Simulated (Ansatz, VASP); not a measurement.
## C in VASP and in Ansatz

INCAR

```
PREC = Accurate ; ENCUT = 520
EDIFF = 1E-6 ; ISMEAR = 0
SIGMA = 0.02 ; LREAL = F
LASPH = T ; NELM = 60
ALGO = Normal ; ISIF = 2
LWAVE = F ; LCHARG = F
GGA = PS ; IBRION = 2
NSW = 60 ; EDIFFG = -0.002
```

Contents of KPOINTS:

```
regular mesh
0
Gamma
  9 9 6
```

POSCAR

```
C
1.0
    2.4981307825      0.0000000000      0.0000000000
   -1.2490653912      2.1634447196      0.0000000000
    0.0000000000      0.0000000000      4.2229976408
C
4
Direct
    0.3333333333      0.6666666667     -0.0002608640
    0.6666666667      0.3333333333      0.4997391360
    0.3333333333      0.6666666667      0.3742608640
    0.6666666667      0.3333333333      0.8742608640
```

Input for Ansatz:

```yaml
crystal:
  lattice:
    - [2.4981307825, 0.0, 0.0]
    - [-1.2490653912, 2.1634447196, 0.0]
    - [0.0, 0.0, 4.2229976408]
  atoms:
    - { symbol: C, position: [0.3333333333, 0.6666666667, -0.000260864] }
    - { symbol: C, position: [0.6666666667, 0.3333333333, 0.499739136] }
    - { symbol: C, position: [0.3333333333, 0.6666666667, 0.374260864] }
    - { symbol: C, position: [0.6666666667, 0.3333333333, 0.874260864] }
basis:
  ecutwfc: 600.0
kpoints:
  mp_grid: { grid: [9, 9, 6] }
hamiltonian:
  xc: pbesol
  pseudopotentials: { kind: paw, azcp: { folder: soft_1 } }
scf:
  occupations: { method: gaussian, width: 0.02 }
output:
  forces: true
  stress: true
  eigenvalues: true
relax:
  adjacent_minimum: "off"
  f_tol: 0.002
  max_steps: 40
```

Change from the starting cell: strained cell.

Alike in both runs: task relaxation of the atoms; functional PBEsol; k mesh 9 × 9 × 6; occupations gaussian, width 0.02 eV; no spin polarisation.

```csv
,VASP,Ansatz
version,VASP 6.6.1,Ansatz 0.2.0
potentials or method,"VASP PAW PBE potentials, release 64 (C), cutoff 520 eV","scalar-relativistic, plane waves, PAW"
valence electrons in the cell,16,16
```

VASP gave:

```
gap on the k mesh at the Fermi level, each at its own relaxed structure (eV) : 3.08
```

Question: What did Ansatz give for the same quantities?

Answer: gap on the k mesh at the Fermi level, each at its own relaxed structure (eV): 3.11.

VASP's potentials were made for PBE, not for PBEsol, and Ansatz warns of the same on its side. Ansatz's warnings: stress scf threshold loose.
